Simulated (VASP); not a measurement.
# BaZrO3 (Pm-3m) in VASP: single point with r2SCAN

Aim: the single point of BaZrO3 with r2SCAN.

All numbers are computed with VASP 6.6.1; they aren't measurements. Logs are shortened: lines on timing, memory, paths and dates and some standing lists are left out, and cuts for length are marked.

**1. The cell of the first run**

Symmetry: Pm-3m, No. 221, cubic system. Conventional cell: a = 4.205 Å, b = 4.205 Å, c = 4.205 Å, α = 90.00°, β = 90.00°, γ = 90.00°. Within 3.9 Å of Ba (site symmetry m-3m) lie 12 O at 2.97 Å and 8 Zr at 3.64 Å. Zr (site symmetry m-3m) has 6 O at 2.10 Å within 2.8 Å. O (site symmetry 4/mmm) has 2 Zr at 2.10 Å within 2.8 Å.

**2. Single point, r2SCAN, non-collinear spin, zero start, spin-orbit coupling**

POSCAR

```
BaZrO3
1.0
    4.2053549142      0.0000000000      0.0000000000
    0.0000000000      4.2053549142      0.0000000000
    0.0000000000      0.0000000000      4.2053549142
Ba Zr O
1 1 3
Direct
    0.0000000000      0.0000000000      0.0000000000
    0.5000000000      0.5000000000      0.5000000000
    0.5000000000      0.5000000000      0.0000000000
    0.5000000000      0.0000000000      0.5000000000
    0.0000000000      0.5000000000      0.5000000000
```

INCAR.step1

```
SYSTEM = BaZrO3
ALGO = Normal ; EDIFF = 1E-4
ENCUT = 520 ; GGA = PE
GGA_COMPAT = .FALSE. ; ISMEAR = 0
LASPH = .TRUE. ; LCHARG = .FALSE.
LMAXMIX = 4 ; LREAL = .FALSE.
LSORBIT = .TRUE. ; LWAVE = .TRUE.
MAGMOM = 0 0 0 0 0 0 0 0 0 0 0 0 0 0 0 ; NBANDS = 55
NELM = 150 ; PREC = Accurate
SIGMA = 0.01
```

INCAR.step2

```
SYSTEM = BaZrO3
ALGO = Normal ; EDIFF = 1E-7
ENCUT = 520 ; GGA_COMPAT = .FALSE.
ISIF = 2 ; ISMEAR = 0
ISTART = 1 ; LASPH = .TRUE.
LCHARG = .FALSE. ; LMAXMIX = 4
LMIXTAU = .TRUE. ; LORBIT = 11
LORBMOM = .TRUE. ; LREAL = .FALSE.
LSORBIT = .TRUE. ; LWAVE = .FALSE.
MAGMOM = 0 0 0 0 0 0 0 0 0 0 0 0 0 0 0 ; METAGGA = R2SCAN
NBANDS = 55 ; NELM = 150
PREC = Accurate ; SIGMA = 0.01
```

KPOINTS

```
k-points
0
G
  6 6 6
  0 0 0
```

Potentials or basis: VASP PAW PBE potentials, release 64 (Ba_sv, Zr_sv, O).

Launch:

```bash
$ cat potpaw_PBE.64/Ba_sv/POTCAR potpaw_PBE.64/Zr_sv/POTCAR potpaw_PBE.64/O/POTCAR > POTCAR
$ cp INCAR.step1 INCAR
$ mpirun -np 1 vasp_ncl > vasp.out
$ cp INCAR.step2 INCAR
$ mpirun -np 1 vasp_ncl > vasp.out
```

OUTCAR:

```text
SYSTEM = BaZrO3
   EDIFF = 1E-7
   ENCUT = 520
   ISIF = 2
   ISMEAR = 0
   ISTART = 1
   LASPH = .TRUE.
   LORBIT = 11
   LREAL = .FALSE.
   LSORBIT = .TRUE.
   METAGGA = R2SCAN
   NELM = 150
   PREC = Accurate

 ion  position               nearest neighbor table
   1  0.000  0.000  0.000-   3 2.97   4 2.97   5 2.97   4 2.97   5 2.97   3 2.97   5 2.97   5 2.97
                             3 2.97   4 2.97   4 2.97   3 2.97   2 3.64   2 3.64   2 3.64   2 3.64
   2  0.500  0.500  0.500-   3 2.10   4 2.10   5 2.10   3 2.10   4 2.10   5 2.10   1 3.64   1 3.64
                             1 3.64   1 3.64   1 3.64   1 3.64   1 3.64   1 3.64
   3  0.500  0.500  0.000-   2 2.10   2 2.10   1 2.97   1 2.97   1 2.97   1 2.97
   4  0.500  0.000  0.500-   2 2.10   2 2.10   1 2.97   1 2.97   1 2.97   1 2.97
   5  0.000  0.500  0.500-   2 2.10   2 2.10   1 2.97   1 2.97   1 2.97   1 2.97

  LATTYP: Found a simple cubic cell.
 ALAT       =     4.2053549142

  Lattice vectors:

 A1 = (   4.2053549142,   0.0000000000,   0.0000000000)
 A2 = (   0.0000000000,   4.2053549142,   0.0000000000)
 A3 = (   0.0000000000,   0.0000000000,   4.2053549142)

Analysis of symmetry for initial positions (statically):
=====================================================================
 Subroutine PRICEL returns:
 Original cell was already a primitive cell.

 Routine SETGRP: Setting up the symmetry group for a
 simple cubic supercell.

 Subroutine GETGRP returns: Found 48 space group operations
 (whereof 48 operations were pure point group operations)
 out of a pool of 48 trial point group operations.

The static configuration has the point symmetry O_h .

Analysis of symmetry for dynamics (positions and initial velocities):
=====================================================================
 Subroutine PRICEL returns:
 Original cell was already a primitive cell.

 Routine SETGRP: Setting up the symmetry group for a
 simple cubic supercell.

 Subroutine GETGRP returns: Found 48 space group operations
 (whereof 48 operations were pure point group operations)
 out of a pool of 48 trial point group operations.

The dynamic configuration has the point symmetry O_h .

Analysis of structural, dynamic, and magnetic symmetry:
=====================================================================
 Subroutine PRICEL returns:
 Original cell was already a primitive cell.

 Routine SETGRP: Setting up the symmetry group for a
 simple cubic supercell.

 Subroutine GETGRP returns: Found 48 space group operations
 (whereof 48 operations were pure point group operations)
 out of a pool of 48 trial point group operations.

The overall configuration has the point symmetry O_h .

 Subroutine INISYM returns: Found 48 space group operations
 (whereof 48 operations are pure point group operations),
 and found     1 'primitive' translations

----------------------------------------------------------------------------------------

                                     Primitive cell

  volume of cell :      74.3717

  direct lattice vectors                    reciprocal lattice vectors
     4.205354914  0.000000000  0.000000000     0.237792058  0.000000000  0.000000000
     0.000000000  4.205354914  0.000000000     0.000000000  0.237792058  0.000000000
     0.000000000  0.000000000  4.205354914     0.000000000  0.000000000  0.237792058

  length of vectors
     4.205354914  4.205354914  4.205354914     0.237792058  0.237792058  0.237792058

  position of ions in fractional coordinates (direct lattice)
     0.000000000  0.000000000  0.000000000
     0.500000000  0.500000000  0.500000000
     0.500000000  0.500000000  0.000000000
     0.500000000  0.000000000  0.500000000
     0.000000000  0.500000000  0.500000000

  ion indices of the primitive-cell ions
   primitive index   ion index
                 1           1
                 2           2
[... 117 lines left out ...]

  energy without entropy =      -85.35036818  energy(sigma->0) =      -85.35036818

 E-fermi :   3.5511     XC(G=0): -11.3371

 val. band max:        3.4197101795   @ k =   0.5000   0.5000   0.5000
 cond. band min:       7.0630360253   @ k =   0.0000   0.0000   0.0000
 fundamental gap:      3.6433258458
 Fermi energy:         3.5511248142

 k-point     1 :       0.0000    0.0000    0.0000
  band No.  band energies     occupation
      1     -45.1625      1.00000
      2     -45.1625      1.00000
      3     -23.7303      1.00000
      4     -23.7303      1.00000
      5     -22.6169      1.00000
      6     -22.6169      1.00000
[... 1089 lines left out ...]
     51      10.9403      0.00000
     52      10.9403      0.00000
 [bands above 52 left out]

------------------------ aborting loop because EDIFF is reached ----------------------------------------

  FORCE on cell =-STRESS in cart. coord.  units (eV):
  Direction    XX          YY          ZZ          XY          YZ          ZX
  --------------------------------------------------------------------------------------
  -------------------------------------------------------------------------------------
  Total        0.4650665      0.4650665      0.4650665     -0.0000000      0.0000000      0.0000000
  in kB       10.0188452     10.0188452     10.0188452     -0.0000000      0.0000000      0.0000000
  external PRESSURE =      10.0188452 kB  Pullay stress =       0.0000000 kB

 VOLUME and BASIS-vectors are now :
 -----------------------------------------------------------------------------
  energy-cutoff  :      520.00
  volume of cell :       74.37
      direct lattice vectors                 reciprocal lattice vectors
     4.205354914  0.000000000  0.000000000     0.237792058  0.000000000  0.000000000
     0.000000000  4.205354914  0.000000000     0.000000000  0.237792058  0.000000000
     0.000000000  0.000000000  4.205354914     0.000000000  0.000000000  0.237792058

 POSITION                                       TOTAL-FORCE (eV/Angst)
 -----------------------------------------------------------------------------------
      0.00000      0.00000      0.00000         0.000000      0.000000      0.000000
      2.10268      2.10268      2.10268         0.000000      0.000000      0.000000
      2.10268      2.10268      0.00000         0.000000      0.000000      0.000000
      2.10268      0.00000      2.10268         0.000000      0.000000      0.000000
      0.00000      2.10268      2.10268         0.000000      0.000000      0.000000
 -----------------------------------------------------------------------------------
    total drift:                                0.000000     -0.000000     -0.000000

  FREE ENERGIE OF THE ION-ELECTRON SYSTEM (eV)
  ---------------------------------------------------
  free  energy   TOTEN  =       -85.3503681812 eV

  energy  without entropy=      -85.3503681812  energy(sigma->0) =      -85.35036818

 orbital moment (x)

 # of ion     p       d       tot
 ----------------------------------------
  1         0.000  -0.000  -0.000
  2        -0.000   0.000   0.000
  3         0.000   0.000   0.000
  4        -0.000   0.000  -0.000
  5         0.000   0.000   0.000
 ----------------------------------------
           -0.000   0.000   0.000

 orbital moment (y)

 # of ion     p       d       tot
 ----------------------------------------
  1         0.000   0.000   0.000
  2         0.000  -0.000  -0.000
  3         0.000   0.000   0.000
  4         0.000   0.000   0.000
  5         0.000   0.000   0.000
 ----------------------------------------
            0.000  -0.000  -0.000

 orbital moment (z)

 # of ion     p       d       tot
 ----------------------------------------
  1         0.000   0.000   0.000
  2         0.000   0.000   0.000
  3        -0.000   0.000  -0.000
  4        -0.000   0.000  -0.000
  5        -0.000   0.000  -0.000
 ----------------------------------------
           -0.000   0.000  -0.000

 Spin-Orbit-Coupling matrix elements

 Ion:    1  E_soc:     -0.3626365
 l=   1
     0.0000000    -0.0603141    -0.0603141
    -0.0603141     0.0000000    -0.0603141
    -0.0603141    -0.0603141     0.0000000
 l=   2
     0.0000000    -0.0000283     0.0000000    -0.0000283    -0.0000971
    -0.0000283     0.0000000    -0.0000728    -0.0000283    -0.0000243
     0.0000000    -0.0000728     0.0000000    -0.0000728     0.0000000
    -0.0000283    -0.0000283    -0.0000728     0.0000000    -0.0000243
    -0.0000971    -0.0000243     0.0000000    -0.0000243     0.0000000
 l=   3
     0.0000000     0.0000000     0.0000000     0.0000000     0.0000000     0.0000000     0.0000000
     0.0000000     0.0000000     0.0000000     0.0000000     0.0000000     0.0000000     0.0000000
     0.0000000     0.0000000     0.0000000     0.0000000     0.0000000     0.0000000     0.0000000
     0.0000000     0.0000000     0.0000000     0.0000000     0.0000000     0.0000000     0.0000000
[... 69 lines left out ...]
 l=   2
     0.0000000     0.0000000     0.0000000     0.0000000     0.0000000
     0.0000000     0.0000000     0.0000000     0.0000000     0.0000000
     0.0000000     0.0000000     0.0000000     0.0000000     0.0000000
     0.0000000     0.0000000     0.0000000     0.0000000     0.0000000
     0.0000000     0.0000000     0.0000000     0.0000000     0.0000000
 l=   3
     0.0000000     0.0000000     0.0000000     0.0000000     0.0000000     0.0000000     0.0000000
     0.0000000     0.0000000     0.0000000     0.0000000     0.0000000     0.0000000     0.0000000
     0.0000000     0.0000000     0.0000000     0.0000000     0.0000000     0.0000000     0.0000000
     0.0000000     0.0000000     0.0000000     0.0000000     0.0000000     0.0000000     0.0000000
     0.0000000     0.0000000     0.0000000     0.0000000     0.0000000     0.0000000     0.0000000
     0.0000000     0.0000000     0.0000000     0.0000000     0.0000000     0.0000000     0.0000000
     0.0000000     0.0000000     0.0000000     0.0000000     0.0000000     0.0000000     0.0000000

 total charge

# of ion       s       p       d       tot
------------------------------------------
    1        2.011   5.646   0.243   7.900
    2        2.189   6.083   1.348   9.620
    3        1.565   3.512   0.000   5.076
    4        1.565   3.512   0.000   5.076
    5        1.565   3.512   0.000   5.076
--------------------------------------------------
tot          8.894  22.264   1.591  32.749

 magnetization (x)

# of ion       s       p       d       tot
------------------------------------------
    1       -0.000   0.000   0.000   0.000
    2        0.000  -0.000   0.000   0.000
    3       -0.000  -0.000   0.000  -0.000
    4        0.000   0.000   0.000   0.000
    5        0.000  -0.000   0.000  -0.000
--------------------------------------------------
tot          0.000  -0.000   0.000   0.000

 magnetization (y)

# of ion       s       p       d       tot
------------------------------------------
    1        0.000  -0.000   0.000   0.000
    2       -0.000   0.000   0.000   0.000
    3        0.000   0.000   0.000   0.000
    4        0.000  -0.000   0.000  -0.000
    5       -0.000   0.000   0.000   0.000
--------------------------------------------------
tot          0.000   0.000   0.000   0.000

 magnetization (z)

# of ion       s       p       d       tot
------------------------------------------
    1        0.000   0.000   0.000   0.000
    2       -0.000   0.000   0.000   0.000
    3        0.000  -0.000   0.000  -0.000
    4        0.000  -0.000   0.000  -0.000
    5       -0.000   0.000   0.000   0.000
--------------------------------------------------
tot          0.000  -0.000   0.000   0.000
```

Wall time 8.6 min (1 thread of Intel Xeon 6975P-C, shared host); peak memory 0.44 GiB.

Results:

- Free energy: -85.3504 eV
- Pressure: 1.0 GPa
- Net moment: 0.00 μB per cell
- Valence electrons inside the program's atomic spheres: Ba 7.90; Zr 9.62; O 5.08

Moments on the atoms (μB; x, y, z):
```
Ba  0.00 0.00 0.00
Zr  0.00 0.00 0.00
O   0.00 0.00 0.00
O   0.00 0.00 0.00
O   0.00 0.00 0.00
```

Caveat: the PAW data sets were made with another functional, which shifts forces and pressure a little.
